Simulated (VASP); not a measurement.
Input of a VASP 6.6.1 run:

INCAR

```
PREC = Accurate
ENCUT = 520
EDIFF = 1E-6
ISMEAR = -1
SIGMA = 0.05
LREAL = F
LASPH = T
NELM = 80
ALGO = Normal
ISIF = 2
LWAVE = F
LCHARG = T
GGA = PE
LELF = T
LVHAR = T
NBANDS = 12
```

KPOINTS

```
Automatic mesh
0
Gamma
  9 9 5
```

The input POSCAR:

```
Sb
1.0
    3.3545324186      0.0000000000      0.0000000000
   -1.6772662093      2.9051102923      0.0000000000
    0.0000000000      0.0000000000      5.4701606500
Sb
2
Direct
    0.6666666667      0.3333333333      0.7500000000
    0.3333333333      0.6666666667      0.2500000000
```

Potentials or basis: VASP PAW PBE potentials, release 64 (Sb).

Run with:

```sh
$ cat potpaw_PBE.64/Sb/POTCAR > POTCAR
$ mpirun -np 1 vasp_std > vasp.out
```

Question: Predict the pressure.

Answer: 1.3 GPa.

Question: Predict the band gap on the k mesh.

Answer: Zero (band 5 reaches 12.82 eV, above the bottom of band 6 at 5.89 eV).

Stress tensor (GPa, compression positive):
```
1.43 0.00 0.00
0.00 1.43 0.00
0.00 0.00 1.15
```

Caveat: spin-orbit coupling is left out, which moves the levels of the heavy elements.
